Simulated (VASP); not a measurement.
A run of VASP 6.6.1:

INCAR

```
SYSTEM = HfGe
PREC = Accurate
ENCUT = 600
EDIFF = 1E-7
ISMEAR = -1
SIGMA = 0.05
LREAL = .False.
LASPH = .True.
NELM = 80
ALGO = Normal
ISIF = 3
LWAVE = .False.
LCHARG = .False.
GGA = RP
IBRION = 2
NSW = 60
EDIFFG = -0.01
```

Contents of KPOINTS:

```
Automatic mesh
0
Gamma
  8 8 8
  0 0 0
```

File POSCAR:

```
HfGe
1.0
    3.5008378700      0.0000000000      0.0000000000
    0.0000000000      3.5008378700      0.0000000000
    0.0000000000      0.0000000000      3.5008378700
Hf Ge
1 1
Direct
    0.0000000000      0.0000000000      0.0000000000
    0.5000000000      0.5000000000      0.5000000000
```

Potentials or basis: VASP PAW PBE potentials, release 64 (Hf_pv, Ge_d).

Command:

```sh
$ cat potpaw_PBE.64/Hf_pv/POTCAR potpaw_PBE.64/Ge_d/POTCAR > POTCAR
$ mpirun -np 1 vasp_std > vasp.out
```

Hardware: 1 thread of Intel(R) Xeon(R) Platinum 8259CL CPU @ 2.50GHz (Skylake/Cascade Lake), with other jobs on the host.

Question: How long does it take, and how much memory?

Answer: Wall time 2.4 min on 1 thread of Intel(R) Xeon(R) Platinum 8259CL CPU @ 2.50GHz (Skylake/Cascade Lake), on a shared host, peak memory 0.18 GiB. Counts: scf iterations 47, k points 35, ion steps 5.
